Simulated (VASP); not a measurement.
Input of a VASP 6.6.1 run:

The input INCAR:

```
SYSTEM = Cl
ALGO     = Normal         ! electronic algorithm
EDIFF    = 1E-6           ! SCF threshold, eV
ENCUT    = 520            ! plane-wave cutoff, eV
GGA      = PE             ! functional
ISIF     = 2              ! what is computed and relaxed
ISMEAR   = -1             ! smearing method
LASPH    = .True.         ! aspherical terms in the spheres
LCHARG   = .False.        ! write CHGCAR
LREAL    = .False.        ! projectors in reciprocal space
LWAVE    = .False.        ! write WAVECAR
NBANDS   = 14             ! bands
NELM     = 80             ! most SCF steps
PREC     = Accurate       ! precision mode
SIGMA    = 0.13605693000000002 ! smearing width, eV
```

File KPOINTS:

```
k-points
0
Gamma
  8 8 8
  0 0 0
```

Contents of POSCAR:

```
Cl
1.0
    0.0000000000      3.2590281520      3.2590281520
    3.2590281520      0.0000000000      3.2590281520
    3.2590281520      3.2590281520      0.0000000000
Cl
2
Direct
    0.0000000000      0.0000000000      0.0000000000
    0.2500000000      0.2500000000      0.2500000000
```

Potentials or basis: VASP PAW PBE potentials, release 64 (Cl).

Command:

```bash
$ cat potpaw_PBE.64/Cl/POTCAR > POTCAR
$ mpirun -np 1 vasp_std > vasp.out
```

Predict the band gap on the k mesh.

zero (bands 7 and 8 overlap by 1.11 eV).

What does it give for the pressure?

-0.1 GPa.
